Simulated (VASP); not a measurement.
# Si10H5Cl in VASP: a series of runs

Si10H5Cl is run at these levels: PBE; tasks: single point.

Program: VASP 6.6.1. These are calculated values, not measurements. Logs are shortened: lines on timing, memory, paths and dates and some standing lists are left out, and cuts for length are marked.

### 1 The cell of the first run

The cell holds a slab with vacuum, 32 atoms: a = 7.679 Å, b = 7.679 Å, c = 18.254 Å, α = 90.00°, β = 90.00°, γ = 90.00°.

### 2 Single point, PBE

The input, INCAR:

```
PREC     = Accurate       # precision mode
ENCUT    = 520            # plane-wave cutoff, eV
EDIFF    = 1E-7           # SCF threshold, eV
ISMEAR   = -1             # smearing method
SIGMA    = 0.02           # smearing width, eV
LREAL    = Auto         
LASPH    = True           # aspherical terms in the spheres
NELM     = 80             # most SCF steps
ALGO     = Normal         # electronic algorithm
ISIF     = 2              # what is computed and relaxed
LWAVE    = False          # write WAVECAR
LCHARG   = False          # write CHGCAR
GGA      = PE             # functional
NBANDS   = 74             # bands
```

The input, KPOINTS:

```
Automatic mesh
0
Gamma
  2 2 1
```

The input, POSCAR:

```
Si10H5Cl
1.0
    7.6791800000      0.0000000000      0.0000000000
    0.0000000000      7.6791800000      0.0000000000
    0.0000000000      0.0000000000     18.2543620000
H Si Cl
10 20 2
Direct
    0.4093920184      0.0000000000      0.0547814270
    0.0906079816      0.0000000000      0.0547814270
    0.9093920184      0.0000000000      0.0547814270
    0.5906079816      0.0000000000      0.0547814270
    0.4093920184      0.5000000000      0.0547814270
    0.0906079816      0.5000000000      0.0547814270
    0.9093920184      0.5000000000      0.0547814270
    0.5906079816      0.5000000000      0.0547814270
    0.2481883482      0.4670334593      0.4708638954
    0.7483692269      0.4991772559      0.4697928638
    0.2500000000      0.0000000000      0.1021947521
    0.7500000000      0.0000000000      0.1021947521
    0.2500000000      0.5000000000      0.1021947521
    0.7500000000      0.5000000000      0.1021947521
    0.2449679523      0.2497312213      0.1740327052
    0.7439109384      0.2501144653      0.1732644504
    0.2483687060      0.7515647504      0.1794500953
    0.7473699015      0.7505106014      0.1787162981
   -0.0088082321      0.2529763595      0.2458550455
    0.4935857735      0.2516708815      0.2469710527
   -0.0046583099      0.7529566959      0.2556382414
    0.4980405460      0.7542994174      0.2567673962
   -0.0223772590      0.0124903961      0.3261333373
    0.4935249597      0.0133320224      0.3296440051
   -0.0036308564      0.4934822468      0.3258367507
    0.4989502785      0.4932484979      0.3260614641
    0.2234385703      0.1053577335      0.3884949252
    0.7314592183      0.1090096859      0.4003912051
    0.2475630211      0.4159272214      0.3916777261
    0.7481402962      0.4214365336      0.3944193174
    0.6010351366      1.0646954493      0.5021180143
    1.0585329423      1.0756332056      0.4924281112
```

Potentials or basis: VASP PAW PBE potentials, release 64 (H, Si, Cl).

Started as:

```sh
$ cat potpaw_PBE.64/H/POTCAR potpaw_PBE.64/Si/POTCAR potpaw_PBE.64/Cl/POTCAR > POTCAR
$ mpirun -np 1 vasp_std > vasp.out
```

OUTCAR:

```text
PREC = Accurate
   ENCUT = 520
   EDIFF = 1E-7
   ISMEAR = -1
   LREAL = Auto
   LASPH = True
   NELM = 80
   ISIF = 2
   GGA = PE

 ion  position               nearest neighbor table
   1  0.409  0.000  0.055-  11 1.50
   2  0.091  0.000  0.055-  11 1.50
   3  0.909  0.000  0.055-  12 1.50
   4  0.591  0.000  0.055-  12 1.50
   5  0.409  0.500  0.055-  13 1.50
   6  0.091  0.500  0.055-  13 1.50
   7  0.909  0.500  0.055-  14 1.50
   8  0.591  0.500  0.055-  14 1.50
   9  0.248  0.467  0.471-  29 1.50
  10  0.748  0.499  0.470-  30 1.50
  11  0.250  0.000  0.102-   1 1.50   2 1.50  15 2.32  17 2.37
  12  0.750  0.000  0.102-   3 1.50   4 1.50  16 2.32  18 2.37
  13  0.250  0.500  0.102-   5 1.50   6 1.50  15 2.33  17 2.39
  14  0.750  0.500  0.102-   7 1.50   8 1.50  16 2.32  18 2.38
  15  0.245  0.250  0.174-  11 2.32  13 2.33  20 2.33  19 2.35
  16  0.744  0.250  0.173-  19 2.32  14 2.32  12 2.32  20 2.35
[... 12 lines left out ...]
  29  0.248  0.416  0.392-   9 1.50  26 2.35  25 2.35  27 2.39
  30  0.748  0.421  0.394-  10 1.50  25 2.35  26 2.35  28 2.41
  31  0.601  0.065  0.502-  28 2.14
  32  0.059  0.076  0.492-  27 2.29

  LATTYP: Found a simple tetragonal cell.
 ALAT       =     7.6791800000
 C/A-ratio  =     2.3771238596

  Lattice vectors:

 A1 = (   7.6791800000,   0.0000000000,   0.0000000000)
 A2 = (   0.0000000000,   7.6791800000,   0.0000000000)
 A3 = (   0.0000000000,   0.0000000000,  18.2543620000)

Analysis of symmetry for initial positions (statically):
=====================================================================
 Subroutine PRICEL returns:
 Original cell was already a primitive cell.

 Routine SETGRP: Setting up the symmetry group for a
 simple tetragonal supercell.

 Subroutine GETGRP returns: Found  1 space group operations
 (whereof  1 operations were pure point group operations)
 out of a pool of 16 trial point group operations.

The static configuration has the point symmetry C_1 .

Analysis of symmetry for dynamics (positions and initial velocities):
=====================================================================
 Subroutine PRICEL returns:
 Original cell was already a primitive cell.

 Routine SETGRP: Setting up the symmetry group for a
 simple tetragonal supercell.

 Subroutine GETGRP returns: Found  1 space group operations
 (whereof  1 operations were pure point group operations)
 out of a pool of 16 trial point group operations.
[... 142 lines left out ...]
   EDIFFG = 0.1E-05   stopping-criterion for IOM
   NSW    =      0    number of steps for IOM
   IBRION =     -1    ionic relax: 0-MD 1-quasi-New 2-CG
   NFREE  =      0    steps in history (QN), initial steepest desc. (CG)
   ISIF   =      2    stress and relaxation
   ISYM   =      2    0-nonsym 1-usesym 2-fastsym
   POTIM  = 0.5000    time-step for ionic-motion
   TEBEG  =    0.0;   TEEND  =   0.0 temperature during run
   PSTRESS=    0.0 pullay stress
   NELECT =     104.0000    total number of electrons
   NUPDOWN=      -1.0000    fix difference up-down
   EMIN   =  10.00;   EMAX   =-10.00  energy-range for DOS
   EFERMI =   0.00;   METHOD = LEGACY
   ISMEAR =    -1;   SIGMA  =   0.02  broadening in eV -4-tet -1-fermi 0-gaus
   EFERMI_NEDOS =   21; number of points for ismear=-14 and -15
   IALGO  =     38    algorithm
   IMIX   =      4    mixing-type and parameters
     AMIX     =   0.40;   BMIX     =  1.00
     AMIX_MAG =   1.60;   BMIX_MAG =  1.00
  volume/ion in A,a.u.               =      33.64       227.01
  Fermi-wavevector in a.u.,A,eV,Ry     =   0.751197  1.419556  7.677725  0.564297
  Thomas-Fermi vector in A             =   1.848123
   LORBIT       =      0    0 simple, 1 ext, 2 COOP (PROOUT), +10 PAW based schemes
   GGA     = PE    functional components
   LHFCALC =     F    Hartree Fock is set to
   AEXX    =    0.0000 exact exchange contribution
   IVDW    =     0    specifies the selected vdW correction
   LEPSILON=     F    determine dielectric tensor
   LRPA    =     F    only Hartree local field effects (RPA)
 non-spin polarized calculation
  energy-cutoff  :      520.00
  volume of cell :     1076.46
 maximum number of plane-waves:     29043
 NGX is ok and might be reduce to    60
   NGX = 29   NGY = 29   NGZ = 67

 number of electron     104.0000008 magnetization

 Free energy of the ion-electron system (eV)
  ---------------------------------------------------
  ext. energy  EPLUGINS =         0.00000000
  ---------------------------------------------------
  free energy    TOTEN  =      -144.24395647 eV

  energy without entropy =     -144.24395647  energy(sigma->0) =     -144.24395647

 E-fermi :  -0.3612     XC(G=0):  -4.9671

 val. band max:       -0.8170071678   @ k =   0.0000   0.5000   0.0000
 cond. band min:       0.5825217474   @ k =   0.0000   0.0000   0.0000
 fundamental gap:      1.3995289152
 Fermi energy:        -0.3612009611

 k-point     1 :       0.0000    0.0000    0.0000
  band No.  band energies     occupation
      1     -16.2351      2.00000
      2     -15.7849      2.00000
      3     -11.9686      2.00000
      4     -10.8963      2.00000
      5     -10.1588      2.00000
      6     -10.1103      2.00000
[... 257 lines left out ...]
     63       2.9589      0.00000
     64       2.9867      0.00000
 [bands above 64 left out]

------------------------ aborting loop because EDIFF is reached ----------------------------------------

  FORCE on cell =-STRESS in cart. coord.  units (eV):
  Direction    XX          YY          ZZ          XY          YZ          ZX
  --------------------------------------------------------------------------------------
  -------------------------------------------------------------------------------------
  Total       14.4367480      1.9986554     -0.5746999     -1.0544923     -1.3161375      7.1942785
  in kB       21.4873870      2.9747615     -0.8553726     -1.5694867     -1.9589146     10.7078302
  external PRESSURE =       7.8689253 kB  Pullay stress =       0.0000000 kB

 VOLUME and BASIS-vectors are now :
 -----------------------------------------------------------------------------
  energy-cutoff  :      520.00
  volume of cell :     1076.46
      direct lattice vectors                 reciprocal lattice vectors
     7.679180000  0.000000000  0.000000000     0.130222237  0.000000000  0.000000000
     0.000000000  7.679180000  0.000000000     0.000000000  0.130222237  0.000000000
     0.000000000  0.000000000 18.254362000     0.000000000  0.000000000  0.054781427

 POSITION                                       TOTAL-FORCE (eV/Angst)
 -----------------------------------------------------------------------------------
      3.14379      0.00000      1.00000        -0.613647     -0.049993      0.025425
      0.69580      0.00000      1.00000         0.637205     -0.079860     -0.014888
      6.98338      0.00000      1.00000        -0.616098     -0.051391      0.021690
      4.53539      0.00000      1.00000         0.642060     -0.084059     -0.027563
      3.14379      3.83959      1.00000        -0.597724      0.056561      0.041324
      0.69580      3.83959      1.00000         0.638948      0.106865     -0.024014
[... 24 lines left out ...]
      4.61546      0.49681      9.16584         0.624378     -0.176446      0.048446
      0.44948      0.58080      8.98896         1.204827     -0.055394     -0.204336
 -----------------------------------------------------------------------------------
    total drift:                               -0.005132      0.002478      0.010050

  FREE ENERGIE OF THE ION-ELECTRON SYSTEM (eV)
  ---------------------------------------------------
  free  energy   TOTEN  =      -144.2439564709 eV

  energy  without entropy=     -144.2439564708  energy(sigma->0) =     -144.24395647
```

OSZICAR:

```text
N       E                     dE             d eps       ncg     rms          rms(c)
DAV:   1     0.493497304242E+03    0.49350E+03   -0.35319E+04   592   0.106E+03
DAV:   2    -0.815919120014E+02   -0.57509E+03   -0.54874E+03   788   0.190E+02
DAV:   3    -0.146541154534E+03   -0.64949E+02   -0.63794E+02   712   0.612E+01
[... 22 lines left out ...]
DAV:  26    -0.144243954981E+03   -0.17715E-05   -0.11199E-07   542   0.727E-04    0.177E-03
DAV:  27    -0.144243956095E+03   -0.11134E-05   -0.11709E-07   550   0.717E-04    0.892E-04
DAV:  28    -0.144243956299E+03   -0.20443E-06   -0.30581E-08   504   0.484E-04    0.328E-04
DAV:  29    -0.144243956409E+03   -0.10976E-06   -0.68559E-09   488   0.245E-04    0.337E-04
DAV:  30    -0.144243956471E+03   -0.62065E-07   -0.40656E-09   488   0.178E-04
   1 F= -.14424396E+03 E0= -.14424396E+03  d E =-.301092E-10
```

stdout:

```text
POSCAR found type information on POSCAR H SiCl
 POSCAR found :  3 types and      32 ions
 scaLAPACK will be used
 LDA part: xc-table for (Slater+PW92), standard interpolation
 POSCAR, INCAR and KPOINTS ok, starting setup
 FFT: planning ... GRIDC
 FFT: planning ... GRID_SOFT
 FFT: planning ... GRID
 WAVECAR not read
 entering main loop
```

It took 9.5 min on 1 thread of Intel Xeon 6975P-C (Granite Rapids), shared host; peak memory 1 GiB.

Results:

| Quantity | Value |
| --- | --- |
| Free energy | -144.2440 eV |
| Largest force | 1.223 eV/Å |
| Band gap on the k mesh | 1.40 eV (least direct gap 1.57 eV) |

Forces on the atoms (eV/Å):
```
H   -0.614 -0.050  0.025
H    0.637 -0.080 -0.015
H   -0.616 -0.051  0.022
H    0.642 -0.084 -0.028
H   -0.598  0.057  0.041
H    0.639  0.107 -0.024
H   -0.601  0.051  0.041
H    0.651  0.115 -0.060
H   -0.020  0.095 -0.017
H   -0.018 -0.055 -0.001
Si  -0.071 -0.181  0.000
Si  -0.090 -0.211 -0.063
Si  -0.142  0.230  0.114
Si  -0.247  0.230 -0.044
Si  -0.056 -0.001 -0.001
Si  -0.069  0.007 -0.006
Si  -0.017  0.003  0.005
Si  -0.029  0.008  0.006
Si  -0.094  0.008 -0.030
Si  -0.080 -0.006 -0.001
Si  -0.039 -0.003 -0.001
Si  -0.041  0.014  0.031
Si  -0.031  0.029 -0.065
Si  -0.284  0.039  0.026
Si  -0.013 -0.006 -0.010
Si  -0.039 -0.011 -0.004
Si  -0.313 -0.027  0.525
Si  -0.229 -0.017 -0.301
Si  -0.029  0.003  0.011
Si  -0.019  0.019 -0.021
Cl   0.624 -0.176  0.048
Cl   1.205 -0.055 -0.204
```

Caveat: there is no dipole correction, which matters where the two faces differ.

### 3 Single point, PBE

The input, INCAR:

```
PREC = Accurate
ENCUT = 520
EDIFF = 1E-6
ISMEAR = -1
SIGMA = 0.02
LREAL = Auto
LASPH = True
NELM = 80
ALGO = Normal
ISIF = 2
LWAVE = False
LCHARG = True
GGA = PE
LELF = True
LVHAR = True
NBANDS = 74
```

The input, KPOINTS:

```
regular mesh
0
Gamma
  2 2 1
```

The input, POSCAR:

```
Si10H5Cl
1.0
    7.6791800000      0.0000000000      0.0000000000
    0.0000000000      7.6791800000      0.0000000000
    0.0000000000      0.0000000000     18.2543620000
H Si Cl
10 20 2
Direct
    0.4093920184      0.0000000000      0.0547814270
    0.0906079816      0.0000000000      0.0547814270
    0.9093920184      0.0000000000      0.0547814270
    0.5906079816      0.0000000000      0.0547814270
    0.4093920184      0.5000000000      0.0547814270
    0.0906079816      0.5000000000      0.0547814270
    0.9093920184      0.5000000000      0.0547814270
    0.5906079816      0.5000000000      0.0547814270
    0.2442325873      0.4775650525      0.4702399350
    0.7446046323      0.4903320407      0.4698331281
    0.2500000000      0.0000000000      0.1021947521
    0.7500000000      0.0000000000      0.1021947521
    0.2500000000      0.5000000000      0.1021947521
    0.7500000000      0.5000000000      0.1021947521
    0.2417561510      0.2501359520      0.1735858531
    0.7410528207      0.2502790663      0.1732504812
    0.2459447493      0.7515078433      0.1794300453
    0.7454487328      0.7511833295      0.1791643006
   -0.0107865684      0.2543938285      0.2456011884
    0.4902769567      0.2533412422      0.2462558264
   -0.0061976669      0.7547182121      0.2563083826
    0.4947779581      0.7551019770      0.2568010868
   -0.0175293456      0.0161277636      0.3266830690
    0.4857387117      0.0157314974      0.3282508586
   -0.0063082256      0.4942648824      0.3257372676
    0.4944819629      0.4940679864      0.3258552120
    0.2288405793      0.1042288369      0.3920173710
    0.7312309387      0.1056946184      0.3946294042
    0.2439117197      0.4169749895      0.3921674721
    0.7440847851      0.4195899823      0.3932383942
    0.6754583172      1.0324625806      0.5028250782
    1.1617595889      1.0365626278      0.4999724997
```

Potentials or basis: VASP PAW PBE potentials, release 64 (H, Si, Cl).

Started as:

```sh
$ cat potpaw_PBE.64/H/POTCAR potpaw_PBE.64/Si/POTCAR potpaw_PBE.64/Cl/POTCAR > POTCAR
$ mpirun -np 1 vasp_std > vasp.out
```

Wall time 8.8 min (1 thread of Intel Xeon 6975P-C (Granite Rapids), shared host); peak memory 1 GiB.

It converged, with:

```
Free energy            : -145.2561 eV
Largest force          : 0.667 eV/Å
Band gap on the k mesh : 1.34 eV
```

Forces on the atoms (eV/Å):
```
H   -0.609 -0.048  0.039
H    0.647 -0.086 -0.034
H   -0.610 -0.049  0.038
H    0.649 -0.088 -0.040
H   -0.598  0.065  0.050
H    0.649  0.116 -0.042
H   -0.599  0.062  0.052
H    0.653  0.122 -0.057
H   -0.014  0.038 -0.012
H   -0.014 -0.036 -0.005
Si  -0.130 -0.190 -0.020
Si  -0.141 -0.202 -0.048
Si  -0.186  0.261  0.058
Si  -0.235  0.266  0.000
Si  -0.011  0.002 -0.007
Si  -0.007  0.001  0.000
Si  -0.010  0.000  0.000
Si  -0.009  0.002  0.004
Si  -0.007  0.004 -0.003
Si  -0.015  0.005 -0.010
Si  -0.008  0.007  0.006
Si  -0.015  0.005  0.001
Si   0.019  0.017  0.001
Si  -0.027  0.012 -0.014
Si  -0.010 -0.001  0.000
Si  -0.015 -0.001 -0.002
Si   0.007 -0.015  0.066
Si  -0.010 -0.023 -0.015
Si  -0.017  0.007  0.006
Si  -0.016 -0.003 -0.008
Cl   0.290 -0.111 -0.030
Cl   0.399 -0.136  0.027
```

Levels at points of the mesh, in eV from the valence-band top:
| k point | band 50 | band 51 | band 52 | band 53 | band 54 | band 55 |
| --- | --- | --- | --- | --- | --- | --- |
| (0.00, 0.00, 0.00) | -0.49 | -0.37 | -0.21 | 1.34 | 1.60 | 1.71 |
| (0.50, 0.00, 0.00) | -0.70 | -0.40 | -0.39 | 2.14 | 2.16 | 2.38 |
| (0.00, 0.50, 0.00) | -0.94 | -0.30 | 0.00 | 1.58 | 1.84 | 2.20 |
| (0.50, 0.50, 0.00) | -1.10 | -0.77 | -0.74 | 2.26 | 2.28 | 2.32 |

Caveat: there is no dipole correction, which matters where the two faces differ.
